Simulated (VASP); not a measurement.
# Cr (Pm-3m) in VASP: notebook, part 2 of 2

VASP 6.6.1. Earlier steps stand in the parts before.

## 4. Single point, r2SCAN

This run uses another cell than the first one, of 12.47 Å³/atom.

Contents of POSCAR:

```
Cr
1.0
    2.3191480437      0.0000000000      0.0000000000
    0.0000000000      2.3191480437      0.0000000000
    0.0000000000      0.0000000000      2.3191480437
Cr
1
Direct
    0.0000000000      0.0000000000      0.0000000000
```

Contents of INCAR.step1:

```
PREC = Accurate
ENCUT = 520
ISMEAR = 0
SIGMA = 0.1
LREAL = F
LASPH = T
NELM = 80
NBANDS = 12
GGA = PE
ALGO = Normal
EDIFF = 1E-4
LWAVE = T
LCHARG = F
```

Contents of INCAR.step2:

```
PREC = Accurate
ENCUT = 520
EDIFF = 1E-6
ISMEAR = 0
SIGMA = 0.1
LREAL = F
LASPH = T
NELM = 80
ALGO = Normal
ISIF = 2
LWAVE = F
LCHARG = F
METAGGA = R2SCAN
LMIXTAU = T
NBANDS = 12
ISTART = 1
```

Contents of KPOINTS:

```
regular mesh
0
Gamma
  24 24 24
```

Launch:

```bash
$ cat potpaw_PBE.64/Cr_pv/POTCAR > POTCAR
$ cp INCAR.step1 INCAR
$ mpirun -np 1 vasp_std > vasp.out
$ cp INCAR.step2 INCAR
$ mpirun -np 1 vasp_std > vasp.out
```

Run time: 5 min. Hardware: 1 thread of Intel Xeon 8259CL, shared host; peak memory 0.18 GiB.

The run converged. Its results:

```yaml
Free_energy: -13.7323 eV
Pressure: 1.0 GPa
Band_gap_on_the_k_mesh: zero (bands 6 and 7 overlap by 2.14 eV)
```

Levels at points of the mesh, in eV from the Fermi level:
| k point | band 2 | band 3 | band 4 | band 5 | band 6 | band 7 | band 8 | band 9 | band 10 | band 11 |
| --- | --- | --- | --- | --- | --- | --- | --- | --- | --- | --- |
| (0.00, 0.00, 0.00) | -44.14 | -44.14 | -8.01 | -3.62 | -3.62 | 2.78 | 2.78 | 2.78 | 3.70 | 20.95 |
| (0.50, 0.00, 0.00) | -44.03 | -44.03 | -3.43 | -2.79 | -0.99 | 0.69 | 0.69 | 2.96 | 3.66 | 7.76 |
| (0.50, 0.50, 0.00) | -45.12 | -43.94 | -4.89 | -1.97 | 1.14 | 1.14 | 3.66 | 3.80 | 6.50 | 6.50 |
| (0.50, 0.50, 0.50) | -44.97 | -44.97 | -3.07 | -3.07 | -3.07 | 3.66 | 3.92 | 3.92 | 11.48 | 15.01 |

Caveat: the PAW data sets were made with another functional, which shifts forces and pressure a little; the run has no spin polarisation, though such a crystal can be magnetic. Spin polarisation is off, so any magnetic state and its effect on volume and gap are missing.

## 5. Relaxation of cell and atoms, r2SCAN, collinear spin

This run uses another cell than the first one, of 13.70 Å³/atom.

Contents of POSCAR:

```
Cr
1.0
    2.3928153992      0.0000000000      0.0000000000
    0.0000000000      2.3928153992      0.0000000000
    0.0000000000      0.0000000000      2.3928153992
Cr
1
Direct
    0.0000000000      0.0000000000      0.0000000000
```

Contents of INCAR.step1:

```
SYSTEM = Cr
PREC = Accurate
ENCUT = 600
ISMEAR = 0
SIGMA = 0.1
LREAL = .FALSE.
LASPH = .TRUE.
NELM = 150
ISPIN = 2
MAGMOM = -0.11
LMAXMIX = 4
GGA = PE
ALGO = Normal
EDIFF = 1E-4
LWAVE = .TRUE.
LCHARG = .FALSE.
```

Contents of INCAR.step2:

```
SYSTEM = Cr
PREC = Accurate
ENCUT = 600
EDIFF = 1E-7
ISMEAR = 0
SIGMA = 0.1
LREAL = .FALSE.
LASPH = .TRUE.
NELM = 150
ALGO = Normal
ISIF = 3
LWAVE = .FALSE.
LCHARG = .FALSE.
ISPIN = 2
MAGMOM = -0.11
LORBIT = 11
LMAXMIX = 4
METAGGA = R2SCAN
LMIXTAU = .TRUE.
IBRION = 2
NSW = 90
EDIFFG = -0.04
ISTART = 1
```

Contents of KPOINTS:

```
Automatic mesh
0
G
  8 8 8
  0 0 0
```

Launch:

```bash
$ cat potpaw_PBE.64/Cr_pv/POTCAR > POTCAR
$ cp INCAR.step1 INCAR
$ mpirun -np 1 vasp_std > vasp.out
$ cp INCAR.step2 INCAR
$ mpirun -np 1 vasp_std > vasp.out
```

Run time: 3.9 min. Hardware: 1 thread of Intel Xeon 8259CL, shared host; peak memory 0.15 GiB.

Results (log left out):

- Free energy: -13.7030 eV
- Relaxed volume: 12.67 Å³/atom
- Relaxed cell: a = 2.331 Å, b = 2.331 Å, c = 2.331 Å, α = 90.00°, β = 90.00°, γ = 90.00°
- Space group after relaxing (to 0.1 Å): Pm-3m (No. 221)
- Energy gained by relaxing: 49.1 meV/atom
- Ionic steps: 3
- Pressure after relaxing: -0.3 GPa
- Band gap on the k mesh: zero (filled and empty bands overlap)
- Net moment: 0.00 μB per cell
- Valence electrons inside the program's atomic spheres: Cr 11.33

The path:
```csv
step,energy change (eV),largest force (eV/Å),pressure (GPa),volume (Å³)
1,0.0000,0.0000,-13.91,13.70
2,0.0354,0.0000,25.03,11.47
3,-0.0491,0.0000,-0.35,12.67
```

Final structure:
```
CELL_PARAMETERS angstrom
2.33149 0.00000 0.00000
0.00000 2.33149 0.00000
0.00000 0.00000 2.33149
ATOMIC_POSITIONS crystal
Cr 0.00000 0.00000 0.00000
```

Levels at points of the mesh, in eV from the Fermi level:
Spin up:
```tsv
k point	band 4	band 5	band 6	band 7	band 8	band 9
(0.00, 0.00, 0.00)	-8.01	-3.63	-3.63	2.67	2.67	2.67
(0.50, 0.00, 0.00)	-3.48	-2.82	-1.05	0.63	0.63	2.85
(0.50, 0.50, 0.00)	-4.84	-2.03	1.07	1.07	3.57	3.64
(0.50, 0.50, 0.50)	-3.04	-3.04	-3.04	3.57	3.75	3.75
```
Spin down:
```csv
k point,band 4,band 5,band 6,band 7,band 8,band 9
"(0.00, 0.00, 0.00)",-8.01,-3.63,-3.63,2.67,2.67,2.67
"(0.50, 0.00, 0.00)",-3.48,-2.82,-1.05,0.63,0.63,2.85
"(0.50, 0.50, 0.00)",-4.84,-2.03,1.07,1.07,3.57,3.64
"(0.50, 0.50, 0.50)",-3.04,-3.04,-3.04,3.57,3.75,3.75
```

Caveat: the PAW data sets were made with another functional, which shifts forces and pressure a little.

## 6. Relaxation of cell and atoms, r2SCAN

Contents of POSCAR:

```
Cr
1.0
    2.3277888898      0.0000000000      0.0000000000
    0.0000000000      2.3277888898      0.0000000000
    0.0000000000      0.0000000000      2.3277888898
Cr
1
Direct
    0.0000000000      0.0000000000      0.0000000000
```

INCAR.step1, as its differences from that of step 5:

```diff
@@ -7,6 +7,3 @@
 LASPH = .TRUE.
-NELM = 150
-ISPIN = 2
-MAGMOM = -0.11
-LMAXMIX = 4
+NELM = 80
 GGA = PE
```

Contents of INCAR.step2:

```
SYSTEM = Cr
PREC = Accurate
ENCUT = 600
EDIFF = 1E-7
ISMEAR = 0
SIGMA = 0.1
LREAL = .FALSE.
LASPH = .TRUE.
NELM = 80
ALGO = Normal
ISIF = 3
LWAVE = .FALSE.
LCHARG = .FALSE.
METAGGA = R2SCAN
LMIXTAU = .TRUE.
IBRION = 2
NSW = 100
EDIFFG = -0.01
ISTART = 1
```

Contents of KPOINTS:

```
Automatic mesh
0
G
  24 24 24
  0 0 0
```

Potentials or basis: VASP PAW PBE potentials, release 64 (Cr_pv).

Launch:

```bash
$ cat potpaw_PBE.64/Cr_pv/POTCAR > POTCAR
$ cp INCAR.step1 INCAR
$ mpirun -np 1 vasp_std > vasp.out
$ cp INCAR.step2 INCAR
$ mpirun -np 1 vasp_std > vasp.out
```

Wall time 13 min (1 thread of Intel Xeon 8259CL, shared host); peak memory 0.2 GiB.

Results (log left out):

```yaml
Free_energy: -13.7327 eV
Relaxed_volume: 12.53 Å³/atom
Relaxed_cell: a = 2.322 Å, b = 2.322 Å, c = 2.322 Å, α = 90.00°, β = 90.00°, γ = 90.00°
Space_group_after_relaxing_to_0.1_Å: Pm-3m (No. 221)
Energy_gained_by_relaxing: 0.4 meV/atom
Ionic_steps: 3
Pressure_after_relaxing: 0.0 GPa
Band_gap_on_the_k_mesh: zero (bands 6 and 7 overlap by 2.13 eV)
```

The path:
```tsv
step	energy change (eV)	largest force (eV/Å)	pressure (GPa)	volume (Å³)
1	0.0000	0.0000	-1.40	12.61
2	0.0003	0.0000	1.92	12.41
3	-0.0004	0.0000	0.02	12.53
```

Final structure:
```yaml
crystal:
  lattice:
    - [2.32238, 0.00000, 0.00000]
    - [0.00000, 2.32238, 0.00000]
    - [0.00000, 0.00000, 2.32238]
  atoms:
    - { symbol: Cr, position: [0.00000, 0.00000, 0.00000] }
```

Levels at points of the mesh, in eV from the Fermi level:
```tsv
k point	band 4	band 5	band 6	band 7	band 8	band 9
(0.00, 0.00, 0.00)	-7.99	-3.60	-3.60	2.76	2.76	2.76
(0.50, 0.00, 0.00)	-3.42	-2.78	-0.99	0.69	0.69	2.95
(0.50, 0.50, 0.00)	-4.86	-1.96	1.14	1.14	3.65	3.78
(0.50, 0.50, 0.50)	-3.05	-3.05	-3.05	3.65	3.89	3.89
```

Caveat: the PAW data sets were made with another functional, which shifts forces and pressure a little; the run has no spin polarisation, though such a crystal can be magnetic. Spin polarisation is off, so any magnetic state and its effect on volume and gap are missing.

## 7. Overview

```csv
task,spin,cell,k mesh,cutoff (eV),gap on the mesh (eV),pressure (GPa),moment (μB),relaxed volume (Å³/atom)
single point,collinear,"a = 2.328 Å, 1 atom",8 × 8 × 8,520,none,0.7,0.01,-
single point,"collinear, ferromagnetic start","a = 2.393 Å, 1 atom",8 × 8 × 8,520,none,-13.9,0.10,-
single point,off,"a = 2.319 Å, 1 atom",24 × 24 × 24,520,none,1.0,-,-
relaxation of cell and atoms,collinear,"relaxed from a = 2.393 Å, 1 atom",8 × 8 × 8,600,none,-0.3,0.00,12.67
relaxation of cell and atoms,off,"relaxed from a = 2.328 Å, 1 atom",24 × 24 × 24,600,none,0.0,-,12.53
```

Alike in all rows: level r2SCAN; potentials or basis VASP PAW PBE potentials, release 64 (Cr_pv); smearing gaussian 0.1 eV.

Caveats: the PAW data sets were made with another functional, which shifts forces and pressure a little; the cell stands under tension (at least some runs).

Absolute energies hang on the potentials; compare differences alone.
